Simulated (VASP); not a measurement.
# Al (Fm-3m) in VASP: single point with LDA

Aim: the single point of Al with LDA.

Program: VASP 6.6.1. These are calculated values, not measurements. Logs are shortened: lines on timing, memory, paths and dates and some standing lists are left out, and cuts for length are marked.

### Step 1. The cell of the first run

Symmetry: Fm-3m, No. 225, cubic system. Conventional cell: a = 3.987 Å, b = 3.987 Å, c = 3.987 Å, α = 90.00°, β = 90.00°, γ = 90.00°. Within 3.7 Å of Al (site symmetry m-3m) lie 12 Al at 2.82 Å.

### Step 2. Single point, LDA

The input, INCAR:

```
SYSTEM = Al
PREC = Accurate ; ENCUT = 520
EDIFF = 1E-7 ; ISMEAR = -1
SIGMA = 0.13605693000000002 ; LREAL = .FALSE.
LASPH = .TRUE. ; NELM = 80
ALGO = Normal ; ISIF = 2
LWAVE = .FALSE. ; LCHARG = .FALSE.
NBANDS = 8
```

The input, KPOINTS:

```
regular mesh
0
G
  14 14 14
  0 0 0
```

The input, POSCAR:

```
Al
1.0
    0.0000000000      1.9933948769      1.9933948769
    1.9933948769      0.0000000000      1.9933948769
    1.9933948769      1.9933948769      0.0000000000
Al
1
Direct
    0.0000000000      0.0000000000      0.0000000000
```

Potentials or basis: VASP PAW LDA potentials, release 64 (Al).

Run with:

```sh
$ cat potpaw_LDA.64/Al/POTCAR > POTCAR
$ mpirun -np 1 vasp_std > vasp.out
```

OUTCAR:

```text
SYSTEM = Al
   PREC = Accurate
   ENCUT = 520
   EDIFF = 1E-7
   ISMEAR = -1
   LREAL = .FALSE.
   LASPH = .TRUE.
   NELM = 80
   ISIF = 2

 ion  position               nearest neighbor table
   1  0.000  0.000  0.000-

  LATTYP: Found a face centered cubic cell.
 ALAT       =     3.9867897538

  Lattice vectors:

 A1 = (   0.0000000000,   1.9933948769,   1.9933948769)
 A2 = (   1.9933948769,   0.0000000000,   1.9933948769)
 A3 = (   1.9933948769,   1.9933948769,   0.0000000000)

Analysis of symmetry for initial positions (statically):
=====================================================================
 Subroutine PRICEL returns:
 Original cell was already a primitive cell.

 Routine SETGRP: Setting up the symmetry group for a
 face centered cubic supercell.

 Subroutine GETGRP returns: Found 48 space group operations
 (whereof 48 operations were pure point group operations)
 out of a pool of 48 trial point group operations.

The static configuration has the point symmetry O_h .

Analysis of symmetry for dynamics (positions and initial velocities):
=====================================================================
 Subroutine PRICEL returns:
 Original cell was already a primitive cell.

 Routine SETGRP: Setting up the symmetry group for a
 face centered cubic supercell.

 Subroutine GETGRP returns: Found 48 space group operations
 (whereof 48 operations were pure point group operations)
 out of a pool of 48 trial point group operations.

The dynamic configuration has the point symmetry O_h .

 Subroutine INISYM returns: Found 48 space group operations
 (whereof 48 operations are pure point group operations),
 and found     1 'primitive' translations

----------------------------------------------------------------------------------------

                                     Primitive cell

  volume of cell :      15.8420

  direct lattice vectors                    reciprocal lattice vectors
     0.000000000  1.993394877  1.993394877    -0.250828376  0.250828376  0.250828376
     1.993394877  0.000000000  1.993394877     0.250828376 -0.250828376  0.250828376
     1.993394877  1.993394877  0.000000000     0.250828376  0.250828376 -0.250828376

  length of vectors
     2.819086070  2.819086070  2.819086070     0.434447491  0.434447491  0.434447491

  position of ions in fractional coordinates (direct lattice)
     0.000000000  0.000000000  0.000000000

  ion indices of the primitive-cell ions
   primitive index   ion index
                 1           1

----------------------------------------------------------------------------------------

 KPOINTS: regular mesh

Automatic generation of k-mesh.
 Grid dimensions read from file:
 generate k-points for:   14   14   14

 Generating k-lattice:

  Cartesian coordinates                     Fractional coordinates (reciprocal lattice)
    -0.017916313  0.017916313  0.017916313     0.071428571  0.000000000  0.000000000
     0.017916313 -0.017916313  0.017916313     0.000000000  0.071428571  0.000000000
     0.017916313  0.017916313 -0.017916313     0.000000000  0.000000000  0.071428571

  Length of vectors
     0.031031964  0.031031964  0.031031964

  Shift w.r.t. Gamma in fractional coordinates (k-lattice)
     0.000000000  0.000000000  0.000000000

 Subroutine IBZKPT returns following result:
 ===========================================

 Found    104 irreducible k-points:

 Following reciprocal coordinates:
            Coordinates               Weight
  0.000000  0.000000  0.000000      1.000000
  0.071429  0.000000  0.000000      8.000000
  0.142857  0.000000  0.000000      8.000000
  0.214286  0.000000  0.000000      8.000000
  0.285714  0.000000  0.000000      8.000000
  0.357143  0.000000  0.000000      8.000000
[... 16 lines left out ...]
  0.214286  0.142857  0.000000     24.000000
  0.285714  0.142857  0.000000     24.000000
 [... further k-points ...]
   k-points           NKPTS =    104   k-points in BZ     NKDIM =    104   number of bands    NBANDS=      8
   number of dos      NEDOS =    301   number of ions     NIONS =      1
   total plane-waves  NPLWV =  13824
   dimension x,y,z NGX =    24 NGY =   24 NGZ =   24
   dimension x,y,z NGXF=    48 NGYF=   48 NGZF=   48
   ions per type =               1
   NGX,Y,Z   is equivalent  to a cutoff of  14.15, 14.15, 14.15 a.u.
   NGXF,Y,Z  is equivalent  to a cutoff of  28.31, 28.31, 28.31 a.u.
 SYSTEM =  Al
   PREC   = accura    normal or accurate (medium, high low for compatibility)
   ISTART =      0    job   : 0-new  1-cont  2-samecut
   ICHARG =      2    charge: 1-file 2-atom 10-const
   ISPIN  =      1    spin polarized calculation?
   LNONCOLLINEAR =      F non collinear calculations
   LSORBIT =      F    spin-orbit coupling
   LASPH  =      T    aspherical Exc in radial PAW
   ENCUT  =  520.0 eV  38.22 Ry    6.18 a.u.   5.24  5.24  5.24*2*pi/ulx,y,z
   NELM   =     80;   NELMIN=  2; NELMDL= -5     # of ELM steps
   EDIFF  = 0.1E-06   stopping-criterion for ELM
   LREAL  =      F    real-space projection
   EDIFFG = 0.1E-05   stopping-criterion for IOM
   NSW    =      0    number of steps for IOM
   IBRION =     -1    ionic relax: 0-MD 1-quasi-New 2-CG
   NFREE  =      0    steps in history (QN), initial steepest desc. (CG)
   ISIF   =      2    stress and relaxation
   ISYM   =      2    0-nonsym 1-usesym 2-fastsym
   POTIM  = 0.5000    time-step for ionic-motion
   TEBEG  =    0.0;   TEEND  =   0.0 temperature during run
   PSTRESS=    0.0 pullay stress
   NELECT =       3.0000    total number of electrons
   NUPDOWN=      -1.0000    fix difference up-down
   EMIN   =  10.00;   EMAX   =-10.00  energy-range for DOS
   EFERMI =   0.00;   METHOD = LEGACY
   ISMEAR =    -1;   SIGMA  =   0.14  broadening in eV -4-tet -1-fermi 0-gaus
   EFERMI_NEDOS =   21; number of points for ismear=-14 and -15
   IALGO  =     38    algorithm
   IMIX   =      4    mixing-type and parameters
     AMIX     =   0.40;   BMIX     =  1.00
     AMIX_MAG =   1.60;   BMIX_MAG =  1.00
  volume/ion in A,a.u.               =      15.84       106.91
  Fermi-wavevector in a.u.,A,eV,Ry     =   0.940110  1.776550 12.024917  0.883806
  Thomas-Fermi vector in A             =   2.067489
   LORBIT       =      0    0 simple, 1 ext, 2 COOP (PROOUT), +10 PAW based schemes
   GGA     = CA    functional components
   LHFCALC =     F    Hartree Fock is set to
   AEXX    =    0.0000 exact exchange contribution
   IVDW    =     0    specifies the selected vdW correction
   LEPSILON=     F    determine dielectric tensor
   LRPA    =     F    only Hartree local field effects (RPA)
 non-spin polarized calculation
  energy-cutoff  :      520.00
  volume of cell :       15.84
 maximum number of plane-waves:       444
 NGX is ok and might be reduce to    24
   NGX = 11   NGY = 11   NGZ = 11

 number of electron       3.0000000 magnetization

 Free energy of the ion-electron system (eV)
  ---------------------------------------------------
  ext. energy  EPLUGINS =         0.00000000
  ---------------------------------------------------
  free energy    TOTEN  =        -4.19842024 eV

  energy without entropy =       -4.17108194  energy(sigma->0) =       -4.18475109

 E-fermi :   8.2087     XC(G=0): -10.4954

 val. band max:        8.1620623125   @ k =  -0.3571   0.4286   0.2143
 cond. band min:       8.2274969976   @ k =   0.5000   0.2857   0.0000
 fundamental gap:      0.0654346851
 Fermi energy:         8.2086782554

 k-point     1 :       0.0000    0.0000    0.0000
  band No.  band energies     occupation
      1      -3.1636      2.00000
      2      21.0126      0.00000
      3      21.0126      0.00000
      4      21.0126      0.00000
      5      22.6486      0.00000
      6      22.6486      0.00000
      7      22.6486      0.00000
      8      25.1304      0.00000

 k-point     2 :       0.0714    0.0000    0.0000
  band No.  band energies     occupation
      1      -3.0215      2.00000
      2      18.8812      0.00000
      3      20.5750      0.00000
      4      20.5750      0.00000
      5      23.3015      0.00000
      6      23.3036      0.00000
      7      23.3036      0.00000
      8      26.5211      0.00000

 k-point     3 :       0.1429    0.0000    0.0000
  band No.  band energies     occupation
      1      -2.5960      2.00000
      2      15.9537      0.00000
      3      19.9481      0.00000
      4      19.9481      0.00000
      5      23.2324      0.00000
      6      24.4268      0.00000
      7      24.4268      0.00000
      8      25.8880      0.00000

 k-point     4 :       0.2143    0.0000    0.0000
  band No.  band energies     occupation
      1      -1.8899      2.00000
      2      13.0937      0.00000
      3      19.4820      0.00000
      4      19.4820      0.00000
      5      23.0112      0.00000
      6      23.8851      0.00000
      7      23.8851      0.00000
      8      26.5644      0.00000

 k-point     5 :       0.2857    0.0000    0.0000
  band No.  band energies     occupation
      1      -0.9075      2.00000
      2      10.4039      0.00000
      3      19.2310      0.00000
      4      19.2310      0.00000
      5      22.5973      0.00000
      6      22.5973      0.00000
      7      22.8889      0.00000
      8      26.8035      0.00000
[... 177 lines left out ...]
 k-point    22 :       0.1429    0.1429    0.0000
  band No.  band energies     occupation
      1      -2.4073      2.00000
      2      17.9137      0.00000
      3      17.9137      0.00000
      4      18.0899      0.00000
      5      21.2255      0.00000
      6      22.1713      0.00000
      7      26.7919      0.00000
      8      26.7919      0.00000

 k-point    23 :       0.2143    0.1429    0.0000
  band No.  band energies     occupation
      1      -1.8898      2.00000
      2      15.3103      0.00000
      3      17.2456      0.00000
      4      18.4914      0.00000
      5      20.3639      0.00000
      6      21.4351      0.00000
      7      27.3236      0.00000
      8      27.5912      0.00000

 k-point    24 :       0.2857    0.1429    0.0000
  band No.  band energies     occupation
      1      -1.0941      2.00000
      2      12.5814      0.00000
      3      16.8153      0.00000
      4      18.3591      0.00000
      5      18.8317      0.00000
      6      22.7906      0.00000
      7      26.6994      0.00000
      8      27.3382      0.00000

 [... further k-points ...]
[... 5 lines left out ...]
  --------------------------------------------------------------------------------------
  -------------------------------------------------------------------------------------
  Total       -0.0157972     -0.0157972     -0.0157972     -0.0000000     -0.0000000      0.0000000
  in kB       -1.5976436     -1.5976436     -1.5976436     -0.0000000     -0.0000000      0.0000000
  external PRESSURE =      -1.5976436 kB  Pullay stress =       0.0000000 kB

 VOLUME and BASIS-vectors are now :
 -----------------------------------------------------------------------------
  energy-cutoff  :      520.00
  volume of cell :       15.84
      direct lattice vectors                 reciprocal lattice vectors
     0.000000000  1.993394877  1.993394877    -0.250828376  0.250828376  0.250828376
     1.993394877  0.000000000  1.993394877     0.250828376 -0.250828376  0.250828376
     1.993394877  1.993394877  0.000000000     0.250828376  0.250828376 -0.250828376

 POSITION                                       TOTAL-FORCE (eV/Angst)
 -----------------------------------------------------------------------------------
      0.00000      0.00000      0.00000         0.000000     -0.000000      0.000000
 -----------------------------------------------------------------------------------
    total drift:                                0.000000     -0.000000      0.000000

  FREE ENERGIE OF THE ION-ELECTRON SYSTEM (eV)
  ---------------------------------------------------
  free  energy   TOTEN  =        -4.1984202416 eV

  energy  without entropy=       -4.1710819370  energy(sigma->0) =       -4.18475109
```

It took 7 s on 1 thread of Intel Xeon Platinum 8259CL at 2.50GHz (Skylake/Cascade Lake), shared host; peak memory 0.12 GiB.

What came out:

| Property | Result |
| --- | --- |
| Free energy | -4.1984 eV |
| Pressure | -0.2 GPa |
